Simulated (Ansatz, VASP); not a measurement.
ZrO2: VASP beside Ansatz

```
Zr O
1.0
     0.00000   -2.54387   -2.54387
    -2.54387    0.00000   -2.54387
     2.54387    2.54387   -5.08775
Zr O
2 4
Direct
  0.25000 0.25000 0.25000
  0.75000 0.75000 0.75000
  0.87500 0.87500 0.37500
  0.37500 0.37500 0.87500
  0.62500 0.62500 0.12500
  0.12500 0.12500 0.62500
```

Alike in both runs: task single point; functional PBE; dispersion D3(BJ); k mesh 6 × 6 × 6; occupations gaussian, width 0.1 eV; no spin polarisation.

|  | VASP | Ansatz |
| --- | --- | --- |
| version | VASP 6.6.1 | Ansatz 0.2.0 |
| potentials or method | VASP PAW PBE potentials, release 64 (Zr_sv, O), cutoff 600 eV | scalar-relativistic, plane waves, PAW |
| valence electrons in the cell | 48 | 48 |

```tsv
	VASP	Ansatz	Ansatz less VASP
gap on the k mesh at the Fermi level (eV)	3.36	3.36	+0.006
least direct gap on the mesh (eV)	3.80	3.81	+0.004
pressure (GPa)	0.1	0.0	-0.09
```
